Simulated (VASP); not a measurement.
Input of a VASP 6.6.1 run:

POSCAR

```
TiO2
1.0
    5.1450000000      0.0000000000      0.0000000000
    0.0000000000      9.1850000000      0.0000000000
    0.0000000000      0.0000000000      5.4470000000
Ti O
8 16
Direct
    0.1385900151      0.1289876377      0.9055937250
    0.6385900151      0.3710123623      0.0944062750
    0.8614099849      0.6289876377      0.5944062750
    0.3614099849      0.8710123623      0.4055937250
    0.8614099849      0.8710123623      0.0944062750
    0.3614099849      0.6289876377      0.9055937250
    0.1385900151      0.3710123623      0.4055937250
    0.6385900151      0.1289876377      0.5944062750
    0.4646122058      0.2298839650      0.8912620630
    0.9646122058      0.2701160350      0.1087379370
    0.5353877942      0.7298839650      0.6087379370
    0.0353877942      0.7701160350      0.3912620630
    0.5353877942      0.7701160350      0.1087379370
    0.0353877942      0.7298839650      0.8912620630
    0.4646122058      0.2701160350      0.3912620630
    0.9646122058      0.2298839650      0.6087379370
    0.8160599563      0.0097687983      0.8506294703
    0.3160599563      0.4902312017      0.1493705297
    0.1839400437      0.5097687983      0.6493705297
    0.6839400437      0.9902312017      0.3506294703
    0.1839400437      0.9902312017      0.1493705297
    0.6839400437      0.5097687983      0.8506294703
    0.8160599563      0.4902312017      0.3506294703
    0.3160599563      0.0097687983      0.6493705297
```

File INCAR.step1:

```
PREC     = Accurate       # precision mode
ENCUT    = 520            # plane-wave cutoff, eV
ISMEAR   = -1             # smearing method
SIGMA    = 0.02           # smearing width, eV
LREAL    = Auto         
LASPH    = True           # aspherical terms in the spheres
NELM     = 60             # most SCF steps
NBANDS   = 114            # bands
GGA      = PE             # functional
ALGO     = Normal         # electronic algorithm
EDIFF    = 1E-4           # SCF threshold, eV
LWAVE    = True           # write WAVECAR
LCHARG   = False          # write CHGCAR
KPAR     = 4
```

File INCAR.step2:

```
PREC     = Accurate       # precision mode
ENCUT    = 520            # plane-wave cutoff, eV
EDIFF    = 1E-8           # SCF threshold, eV
ISMEAR   = -1             # smearing method
SIGMA    = 0.02           # smearing width, eV
LREAL    = Auto         
LASPH    = True           # aspherical terms in the spheres
NELM     = 60             # most SCF steps
ALGO     = Normal         # electronic algorithm
ISIF     = 2              # what is computed and relaxed
LWAVE    = False          # write WAVECAR
LCHARG   = False          # write CHGCAR
METAGGA  = R2SCAN         # meta-GGA
LMIXTAU  = True         
LEFG     = True         
NBANDS   = 114            # bands
ISTART   = 1            
KPAR     = 4
```

File KPOINTS:

```
Automatic mesh
0
Gamma
  5 3 4
```

Potentials or basis: VASP PAW PBE potentials, release 64 (Ti_sv, O).

Run with:

```bash
$ cat potpaw_PBE.64/Ti_sv/POTCAR potpaw_PBE.64/O/POTCAR > POTCAR
$ cp INCAR.step1 INCAR
$ mpirun -np 4 vasp_std > vasp.out
$ cp INCAR.step2 INCAR
$ mpirun -np 4 vasp_std > vasp.out
```

(1) What does it give for the pressure?

(2) Predict the band gap on the k mesh.

(3) Estimate the largest force.

Results:

(1) 1.0 GPa.

(2) 2.76 eV.

(3) 0.107 eV/Å.

Caveat: without QUAD_EFG the Cq values of the log hold for a quadrupole moment of 1 mb, not for the nuclei; the PAW data sets were made with another functional, which shifts forces and pressure a little.
